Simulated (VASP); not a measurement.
# Be2C (Fm-3m) in VASP: notebook

Be2C is run at these levels: PBE, r2SCAN; tasks: single point.

Everything below comes from runs of VASP 6.6.1. Logs are shortened: lines on timing, memory, paths and dates and some standing lists are left out, and cuts for length are marked.

### Step 1. The cell of the first run

Symmetry: Fm-3m, No. 225, cubic system. The conventional cell has a = 4.371 Å, b = 4.371 Å, c = 4.371 Å, α = 90.00°, β = 90.00°, γ = 90.00°. Within 2.5 Å of Be (site symmetry -43m) lie 4 C at 1.89 Å and 6 Be at 2.19 Å. C (site symmetry m-3m) has 8 Be at 1.89 Å within 2.5 Å.

### Step 2. Single point, PBE (volume changed by +3%)

The input, INCAR:

```
  ALGO = Normal
  EDIFF = 1E-6
  ENCUT = 600
  GGA = PE
  GGA_COMPAT = False
  ISIF = 2
  ISMEAR = 0
  LASPH = True
  LCHARG = False
  LREAL = False
  LWAVE = False
  NBANDS = 11
  NELM = 120
  PREC = Accurate
  SIGMA = 0.01
```

The input, KPOINTS:

```
k-points
0
Gamma
  8 8 8
```

The input, POSCAR:

```
Be2C
1.0
    0.0000000000      2.1856211995      2.1856211995
    2.1856211995      0.0000000000      2.1856211995
    2.1856211995      2.1856211995      0.0000000000
Be C
2 1
Direct
    0.7500000000      0.7500000000      0.7500000000
    0.2500000000      0.2500000000      0.2500000000
    0.0000000000      0.0000000000      0.0000000000
```

Potentials or basis: VASP PAW PBE potentials, release 64 (Be, C).

Started as:

```console
$ cat potpaw_PBE.64/Be/POTCAR potpaw_PBE.64/C/POTCAR > POTCAR
$ mpirun -np 1 vasp_std > vasp.out
```

OUTCAR:

```text
EDIFF = 1E-6
   ENCUT = 600
   GGA = PE
   ISIF = 2
   ISMEAR = 0
   LASPH = True
   LREAL = False
   NELM = 120
   PREC = Accurate

 ion  position               nearest neighbor table
   1  0.750  0.750  0.750-   3 1.89   3 1.89   3 1.89   3 1.89   2 2.19   2 2.19   2 2.19   2 2.19
                             2 2.19   2 2.19
   2  0.250  0.250  0.250-   3 1.89   3 1.89   3 1.89   3 1.89   1 2.19   1 2.19   1 2.19   1 2.19
                             1 2.19   1 2.19
   3  0.000  0.000  0.000-   1 1.89   1 1.89   1 1.89   1 1.89   2 1.89   2 1.89   2 1.89   2 1.89

  LATTYP: Found a face centered cubic cell.
 ALAT       =     4.3712423990

  Lattice vectors:

 A1 = (   0.0000000000,   2.1856211995,   2.1856211995)
 A2 = (   2.1856211995,   0.0000000000,   2.1856211995)
 A3 = (   2.1856211995,   2.1856211995,   0.0000000000)

Analysis of symmetry for initial positions (statically):
=====================================================================
 Subroutine PRICEL returns:
 Original cell was already a primitive cell.

 Routine SETGRP: Setting up the symmetry group for a
 face centered cubic supercell.

 Subroutine GETGRP returns: Found 48 space group operations
 (whereof 48 operations were pure point group operations)
 out of a pool of 48 trial point group operations.

The static configuration has the point symmetry O_h .

Analysis of symmetry for dynamics (positions and initial velocities):
=====================================================================
 Subroutine PRICEL returns:
 Original cell was already a primitive cell.

 Routine SETGRP: Setting up the symmetry group for a
 face centered cubic supercell.

 Subroutine GETGRP returns: Found 48 space group operations
 (whereof 48 operations were pure point group operations)
 out of a pool of 48 trial point group operations.

The dynamic configuration has the point symmetry O_h .

 Subroutine INISYM returns: Found 48 space group operations
 (whereof 48 operations are pure point group operations),
 and found     1 'primitive' translations

----------------------------------------------------------------------------------------

                                     Primitive cell

  volume of cell :      20.8812

  direct lattice vectors                    reciprocal lattice vectors
     0.000000000  2.185621199  2.185621199    -0.228767913  0.228767913  0.228767913
     2.185621199  0.000000000  2.185621199     0.228767913 -0.228767913  0.228767913
     2.185621199  2.185621199  0.000000000     0.228767913  0.228767913 -0.228767913

  length of vectors
     3.090935143  3.090935143  3.090935143     0.396237648  0.396237648  0.396237648

  position of ions in fractional coordinates (direct lattice)
     0.750000000  0.750000000  0.750000000
     0.250000000  0.250000000  0.250000000
     0.000000000  0.000000000  0.000000000

  ion indices of the primitive-cell ions
   primitive index   ion index
                 1           1
                 2           2
                 3           3

----------------------------------------------------------------------------------------

 KPOINTS: k-points

Automatic generation of k-mesh.
 Grid dimensions read from file:
 generate k-points for:    8    8    8

 Generating k-lattice:

  Cartesian coordinates                     Fractional coordinates (reciprocal lattice)
    -0.028595989  0.028595989  0.028595989     0.125000000  0.000000000  0.000000000
     0.028595989 -0.028595989  0.028595989     0.000000000  0.125000000  0.000000000
     0.028595989  0.028595989 -0.028595989     0.000000000  0.000000000  0.125000000

  Length of vectors
     0.049529706  0.049529706  0.049529706

  Shift w.r.t. Gamma in fractional coordinates (k-lattice)
     0.000000000  0.000000000  0.000000000

 Subroutine IBZKPT returns following result:
 ===========================================

 Found     29 irreducible k-points:

 Following reciprocal coordinates:
            Coordinates               Weight
  0.000000  0.000000  0.000000      1.000000
  0.125000  0.000000  0.000000      8.000000
  0.250000  0.000000  0.000000      8.000000
  0.375000  0.000000  0.000000      8.000000
  0.500000  0.000000  0.000000      4.000000
  0.125000  0.125000  0.000000      6.000000
[... 16 lines left out ...]
  0.500000  0.250000  0.125000     48.000000
 -0.375000  0.250000  0.125000     24.000000
 [... further k-points ...]
   k-points           NKPTS =     29   k-points in BZ     NKDIM =     29   number of bands    NBANDS=     11
   number of dos      NEDOS =    301   number of ions     NIONS =      3
   total plane-waves  NPLWV =  21952
   dimension x,y,z NGX =    28 NGY =   28 NGZ =   28
   dimension x,y,z NGXF=    56 NGYF=   56 NGZF=   56
   ions per type =               2   1
   NGX,Y,Z   is equivalent  to a cutoff of  15.06, 15.06, 15.06 a.u.
   NGXF,Y,Z  is equivalent  to a cutoff of  30.12, 30.12, 30.12 a.u.
 SYSTEM =  unknown system
   PREC   = accura    normal or accurate (medium, high low for compatibility)
   ISTART =      0    job   : 0-new  1-cont  2-samecut
   ICHARG =      2    charge: 1-file 2-atom 10-const
   ISPIN  =      1    spin polarized calculation?
   LNONCOLLINEAR =      F non collinear calculations
   LSORBIT =      F    spin-orbit coupling
   LASPH  =      T    aspherical Exc in radial PAW
   ENCUT  =  600.0 eV  44.10 Ry    6.64 a.u.   6.17  6.17  6.17*2*pi/ulx,y,z
   NELM   =    120;   NELMIN=  2; NELMDL= -5     # of ELM steps
   EDIFF  = 0.1E-05   stopping-criterion for ELM
   LREAL  =      F    real-space projection
   EDIFFG = 0.1E-04   stopping-criterion for IOM
   NSW    =      0    number of steps for IOM
   IBRION =     -1    ionic relax: 0-MD 1-quasi-New 2-CG
   NFREE  =      0    steps in history (QN), initial steepest desc. (CG)
   ISIF   =      2    stress and relaxation
   ISYM   =      2    0-nonsym 1-usesym 2-fastsym
   POTIM  = 0.5000    time-step for ionic-motion
   TEBEG  =    0.0;   TEEND  =   0.0 temperature during run
   PSTRESS=    0.0 pullay stress
   NELECT =       8.0000    total number of electrons
   NUPDOWN=      -1.0000    fix difference up-down
   EMIN   =  10.00;   EMAX   =-10.00  energy-range for DOS
   EFERMI =   0.00;   METHOD = LEGACY
   ISMEAR =     0;   SIGMA  =   0.01  broadening in eV -4-tet -1-fermi 0-gaus
   EFERMI_NEDOS =   21; number of points for ismear=-14 and -15
   IALGO  =     38    algorithm
   IMIX   =      4    mixing-type and parameters
     AMIX     =   0.40;   BMIX     =  1.00
     AMIX_MAG =   1.60;   BMIX_MAG =  1.00
  volume/ion in A,a.u.               =       6.96        46.97
  Fermi-wavevector in a.u.,A,eV,Ry     =   1.189013  2.246909 19.235262  1.413752
  Thomas-Fermi vector in A             =   2.325130
   LORBIT       =      0    0 simple, 1 ext, 2 COOP (PROOUT), +10 PAW based schemes
   GGA     = PE    functional components
   LHFCALC =     F    Hartree Fock is set to
   AEXX    =    0.0000 exact exchange contribution
   IVDW    =     0    specifies the selected vdW correction
   LEPSILON=     F    determine dielectric tensor
   LRPA    =     F    only Hartree local field effects (RPA)
 non-spin polarized calculation
 Gauss-broadening in eV      SIGMA  =   0.01
  energy-cutoff  :      600.00
  volume of cell :       20.88
 maximum number of plane-waves:       725
 NGX is ok and might be reduce to    28
   NGX = 13   NGY = 13   NGZ = 13

 number of electron       8.0000000 magnetization

 Free energy of the ion-electron system (eV)
  ---------------------------------------------------
  ext. energy  EPLUGINS =         0.00000000
  ---------------------------------------------------
  free energy    TOTEN  =       -17.44698062 eV

  energy without entropy =      -17.44698062  energy(sigma->0) =      -17.44698062

 E-fermi :   7.4951     XC(G=0): -11.3256

 val. band max:        7.4508704512   @ k =   0.0000   0.0000   0.0000
 cond. band min:       8.5958588202   @ k =   0.5000   0.5000   0.0000
 fundamental gap:      1.1449883690
 Fermi energy:         7.4951360676

 k-point     1 :       0.0000    0.0000    0.0000
  band No.  band energies     occupation
      1      -7.3782      2.00000
      2       7.4509      2.00000
      3       7.4509      2.00000
      4       7.4509      2.00000
      5      11.5242      0.00000
      6      11.5242      0.00000
      7      11.5242      0.00000
      8      13.8832      0.00000
      9      20.3948      0.00000
     10      20.3948      0.00000
     11      20.3948      0.00000

 k-point     2 :       0.1250    0.0000    0.0000
  band No.  band energies     occupation
      1      -7.1334      2.00000
      2       5.6073      2.00000
      3       7.0204      2.00000
      4       7.0204      2.00000
      5      12.1490      0.00000
      6      12.1490      0.00000
      7      12.5484      0.00000
      8      14.5225      0.00000
      9      19.0598      0.00000
     10      19.0598      0.00000
     11      20.9462      0.00000

 k-point     3 :       0.2500    0.0000    0.0000
  band No.  band energies     occupation
      1      -6.4173      2.00000
      2       2.7105      2.00000
      3       6.3162      2.00000
      4       6.3162      2.00000
      5      12.8501      0.00000
      6      12.8501      0.00000
      7      13.3930      0.00000
      8      15.8664      0.00000
      9      18.5574      0.00000
     10      18.5574      0.00000
     11      22.3273      0.00000

 k-point     4 :       0.3750    0.0000    0.0000
  band No.  band energies     occupation
      1      -5.3416      2.00000
      2       0.1697      2.00000
      3       5.8310      2.00000
      4       5.8310      2.00000
      5      12.6277      0.00000
      6      12.6277      0.00000
      7      13.9354      0.00000
      8      16.7702      0.00000
      9      20.1816      0.00000
     10      20.1816      0.00000
     11      23.5220      0.00000

 k-point     5 :       0.5000    0.0000    0.0000
  band No.  band energies     occupation
      1      -4.5835      2.00000
      2      -1.0939      2.00000
      3       5.6668      2.00000
      4       5.6668      2.00000
      5      12.3999      0.00000
      6      12.3999      0.00000
      7      14.1516      0.00000
      8      17.0869      0.00000
      9      21.6437      0.00000
     10      21.6437      0.00000
     11      24.0413      0.00000
[... 211 lines left out ...]
 k-point    21 :       0.5000    0.5000    0.0000
  band No.  band energies     occupation
      1      -3.8377      2.00000
      2       0.7821      2.00000
      3       2.8415      2.00000
      4       2.8415      2.00000
      5       8.5959      0.00000
      6      12.9807      0.00000
      7      20.3916      0.00000
      8      20.3916      0.00000
      9      22.3191      0.00000
     10      23.2823      0.00000
     11      23.2823      0.00000

 k-point    22 :       0.3750    0.2500    0.1250
  band No.  band energies     occupation
      1      -5.8109      2.00000
      2       2.5694      2.00000
      3       3.8436      2.00000
      4       5.5533      2.00000
      5      12.8033      0.00000
      6      13.2245      0.00000
      7      14.3511      0.00000
      8      16.0606      0.00000
      9      18.3869      0.00000
     10      22.5507      0.00000
     11      23.6953      0.00000

 k-point    23 :       0.5000    0.2500    0.1250
  band No.  band energies     occupation
      1      -4.8074      2.00000
      2       0.6541      2.00000
      3       3.3482      2.00000
      4       4.6685      2.00000
      5      12.5718      0.00000
      6      14.0741      0.00000
      7      15.3972      0.00000
      8      17.0069      0.00000
      9      19.4031      0.00000
     10      21.9675      0.00000
     11      24.2591      0.00000

 k-point    24 :      -0.3750    0.2500    0.1250
  band No.  band energies     occupation
      1      -4.1388      2.00000
      2      -0.4192      2.00000
      3       3.4089      2.00000
      4       4.1459      2.00000
      5      12.5261      0.00000
      6      13.8724      0.00000
      7      16.9610      0.00000
      8      17.8603      0.00000
      9      19.2571      0.00000
     10      20.8596      0.00000
     11      24.3907      0.00000

 [... further k-points ...]

------------------------ aborting loop because EDIFF is reached ----------------------------------------

  FORCE on cell =-STRESS in cart. coord.  units (eV):
  Direction    XX          YY          ZZ          XY          YZ          ZX
  --------------------------------------------------------------------------------------
  -------------------------------------------------------------------------------------
  Total       -0.7070677     -0.7070677     -0.7070677      0.0000000      0.0000000      0.0000000
  in kB      -54.2521399    -54.2521399    -54.2521399      0.0000000      0.0000000      0.0000000
  external PRESSURE =     -54.2521399 kB  Pullay stress =       0.0000000 kB

 VOLUME and BASIS-vectors are now :
 -----------------------------------------------------------------------------
  energy-cutoff  :      600.00
  volume of cell :       20.88
      direct lattice vectors                 reciprocal lattice vectors
     0.000000000  2.185621199  2.185621199    -0.228767913  0.228767913  0.228767913
     2.185621199  0.000000000  2.185621199     0.228767913 -0.228767913  0.228767913
     2.185621199  2.185621199  0.000000000     0.228767913  0.228767913 -0.228767913

 POSITION                                       TOTAL-FORCE (eV/Angst)
 -----------------------------------------------------------------------------------
      3.27843      3.27843      3.27843        -0.000000     -0.000000     -0.000000
      1.09281      1.09281      1.09281         0.000000      0.000000      0.000000
      0.00000      0.00000      0.00000         0.000000      0.000000     -0.000000
 -----------------------------------------------------------------------------------
    total drift:                               -0.000000     -0.000000      0.000000

  FREE ENERGIE OF THE ION-ELECTRON SYSTEM (eV)
  ---------------------------------------------------
  free  energy   TOTEN  =       -17.4469806238 eV

  energy  without entropy=      -17.4469806238  energy(sigma->0) =      -17.44698062
```

Run time: 16 s. Hardware: 1 thread of Intel Xeon 8259CL, shared host; peak memory 0.15 GiB.

What came out:

```
Free energy            : -17.4470 eV
Pressure               : -5.4 GPa
Band gap on the k mesh : 1.15 eV, indirect (least direct gap 4.07 eV)
```

Levels at points of the mesh, in eV from the valence-band top:
```csv
k point,band 1,band 2,band 3,band 4,band 5,band 6,band 7,band 8,band 9
"(0.00, 0.00, 0.00)",-14.83,0.00,0.00,0.00,4.07,4.07,4.07,6.43,12.94
"(0.50, 0.00, 0.00)",-12.03,-8.54,-1.78,-1.78,4.95,4.95,6.70,9.64,14.19
"(0.50, 0.50, 0.00)",-11.29,-6.67,-4.61,-4.61,1.15,5.53,12.94,12.94,14.87
```

Caveat: the cell differs from its parent crystal (volume changed by +3%).

### Step 3. Single point, PBE (volume changed by +6%)

The input, INCAR:

```
  PREC = Accurate
  ENCUT = 600
  EDIFF = 1E-6
  ISMEAR = 0
  SIGMA = 0.01
  LREAL = F
  LASPH = T
  NELM = 120
  ALGO = Normal
  ISIF = 2
  LWAVE = F
  LCHARG = F
  GGA = PE
  NBANDS = 11
  GGA_COMPAT = F
```

The input, KPOINTS:

```
regular mesh
0
Gamma
  8 8 8
```

The input, POSCAR:

```
Be2C
1.0
    0.0000000000      2.2066380773      2.2066380773
    2.2066380773      0.0000000000      2.2066380773
    2.2066380773      2.2066380773      0.0000000000
Be C
2 1
Direct
    0.7500000000      0.7500000000      0.7500000000
    0.2500000000      0.2500000000      0.2500000000
    0.0000000000      0.0000000000      0.0000000000
```

Potentials or basis: VASP PAW PBE potentials, release 64 (Be, C).

Started as:

```console
$ cat potpaw_PBE.64/Be/POTCAR potpaw_PBE.64/C/POTCAR > POTCAR
$ mpirun -np 1 vasp_std > vasp.out
```

Run time: 17 s. Hardware: 1 thread of Intel Xeon 8259CL, shared host; peak memory 0.15 GiB.

The run converged. Its results:

```yaml
Free_energy: -17.4172 eV
Pressure: -10.4 GPa
Band_gap_on_the_k_mesh: 1.13 eV, indirect (least direct gap 4.02 eV)
```

Levels at points of the mesh, in eV from the valence-band top:
| k point | band 1 | band 2 | band 3 | band 4 | band 5 | band 6 | band 7 | band 8 |
| --- | --- | --- | --- | --- | --- | --- | --- | --- |
| (0.00, 0.00, 0.00) | -14.62 | 0.00 | 0.00 | 0.00 | 4.02 | 4.02 | 4.02 | 6.12 |
| (0.50, 0.00, 0.00) | -11.90 | -8.37 | -1.74 | -1.74 | 4.89 | 4.89 | 6.40 | 9.46 |
| (0.50, 0.50, 0.00) | -11.16 | -6.57 | -4.50 | -4.50 | 1.13 | 5.34 | 12.64 | 12.64 |

Caveat: the cell differs from its parent crystal (volume changed by +6%). A k mesh can miss the band edges.

### Step 4. Single point, PBE

This run uses another cell than the first one, of 6.72 Å³/atom, 0.966 times its volume.

The input, INCAR:

```
PREC     = Accurate       # precision mode
ENCUT    = 600            # plane-wave cutoff, eV
EDIFF    = 1E-6           # SCF threshold, eV
ISMEAR   = 0              # smearing method
SIGMA    = 0.01           # smearing width, eV
LREAL    = F              # projectors in reciprocal space
LASPH    = T              # aspherical terms in the spheres
NELM     = 120            # most SCF steps
ALGO     = Normal         # electronic algorithm
ISIF     = 2              # what is computed and relaxed
LWAVE    = F              # write WAVECAR
LCHARG   = T              # write CHGCAR
GGA      = PE             # functional
LELF     = T              # ELF
LVHAR    = T            
NBANDS   = 11             # bands
GGA_COMPAT= F
```

The input, KPOINTS:

```
regular mesh
0
Gamma
  10 10 10
```

The input, POSCAR:

```
Be2C
1.0
    0.0000000000      2.1604856485      2.1604856485
    2.1604856485      0.0000000000      2.1604856485
    2.1604856485      2.1604856485      0.0000000000
Be C
2 1
Direct
    0.7500000000      0.7500000000      0.7500000000
    0.2500000000      0.2500000000      0.2500000000
    0.0000000000      0.0000000000      0.0000000000
```

Started as:

```console
$ cat potpaw_PBE.64/Be/POTCAR potpaw_PBE.64/C/POTCAR > POTCAR
$ mpirun -np 1 vasp_std > vasp.out
```

Wall time 13 s (1 thread of Intel Xeon 8259CL, shared host); peak memory 0.14 GiB.

Results (log left out):

```
Free energy            : -17.4563 eV
Pressure               : 1.3 GPa
Band gap on the k mesh : 1.16 eV, indirect (least direct gap 4.14 eV)
```

Levels at points of the mesh, in eV from the valence-band top:
| k point | band 2 | band 3 | band 4 | band 5 | band 6 | band 7 |
| --- | --- | --- | --- | --- | --- | --- |
| (0.00, 0.00, 0.00) | 0.00 | 0.00 | 0.00 | 4.14 | 4.14 | 4.14 |
| (0.50, 0.00, 0.00) | -8.76 | -1.84 | -1.84 | 5.02 | 5.02 | 7.07 |
| (0.50, 0.50, 0.00) | -6.79 | -4.75 | -4.75 | 1.16 | 5.77 | 13.31 |

(Continued in part 2 of 2.)
